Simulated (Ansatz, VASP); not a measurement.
**One calculation of MgO, two programs**

```
Mg O
1.0
     2.62335    0.00000    0.00000
     0.00000    2.62335    0.00000
     0.00000    0.00000    2.77367
Mg O
1 1
Direct
  0.00000 0.00000 0.00000
  0.50000 0.50000 0.50000
```

Change from the starting cell: uniaxial_z strain +5.7%.

Alike in both runs: task single point; functional r2SCAN; k mesh 10 × 10 × 10; no spin polarisation.

```csv
,VASP,Ansatz
version,VASP 6.6.1,Ansatz 0.2.0
potentials or method,"VASP PAW PBE potentials, release 64 (Mg_sv, O)","plane waves, PAW"
plane-wave cutoff (eV),750,500
occupations,"gaussian, width 0.01 eV",fixed
valence electrons in the cell,16,16
```

Ansatz gave:

| Property | Result |
| --- | --- |
| gap on the k mesh at the Fermi level (eV) | 2.65 |
| pressure (GPa) | -7.4 |
| traceless stress, the component that is largest in VASP (GPa) | -23.56 |

**Question.** What did VASP give for the same quantities?

**Answer.** gap on the k mesh at the Fermi level (eV): 2.69; pressure (GPa): -7.6; traceless stress, the component that is largest in VASP (GPa): -23.60.

VASP's potentials were made for PBE, not for r2SCAN.
